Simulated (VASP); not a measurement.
Write the native input for VASP 6.6.1 that does the following.

| Property | Result |
| --- | --- |
| Task | single point |
| Functional | LDA |
| Potentials or basis | VASP PAW LDA potentials, release 64 (Re_sv_GW) |
| Cutoff | 560 eV |
| k mesh | 11 × 11 × 11 |
| Occupations | fermi-dirac, width 0.1 eV |
| Spin | no spin polarisation |
| Dipole correction | no |
| Further INCAR settings | ALGO = Normal; EDIFF = 1e-06; NBANDS = 22 |

The structure of Re lies in POSCAR:

```
Re
1.0
    0.0000000000      2.6648354934      2.6648354934
    2.6648354934      0.0000000000      2.6648354934
    2.6648354934      2.6648354934      0.0000000000
Re
2
Direct
    0.1250000000      0.1250000000      0.1250000000
    0.8750000000      0.8750000000      0.8750000000
```

This isn't the form of Re at room conditions, which is hcp.

The input as run:

INCAR

```
SYSTEM = Re
PREC = Accurate
ENCUT = 560
EDIFF = 1E-6
ISMEAR = -1
SIGMA = 0.1
LREAL = .FALSE.
LASPH = .TRUE.
NELM = 120
ALGO = Normal
ISIF = 2
LWAVE = .FALSE.
LCHARG = .FALSE.
GGA = CA
NBANDS = 22
GGA_COMPAT = .FALSE.
```

KPOINTS

```
Automatic mesh
0
G
  11 11 11
  0 0 0
```

Potentials or basis: VASP PAW LDA potentials, release 64 (Re_sv_GW).

Command:

```bash
$ cat potpaw_LDA.64/Re_sv_GW/POTCAR > POTCAR
$ mpirun -np 1 vasp_std > vasp.out
```

It gave:

* Pressure: 33.2 GPa
* Band gap on the k mesh: zero (bands 15 and 16 overlap by 1.30 eV)

Caveat: the cell stands under pressure; spin-orbit coupling is left out, which moves the levels of the heavy elements.

It took 21 s on 1 thread of Intel(R) Xeon(R) 6975P-C (Granite Rapids) (shared host), peak memory 0.18 GiB.
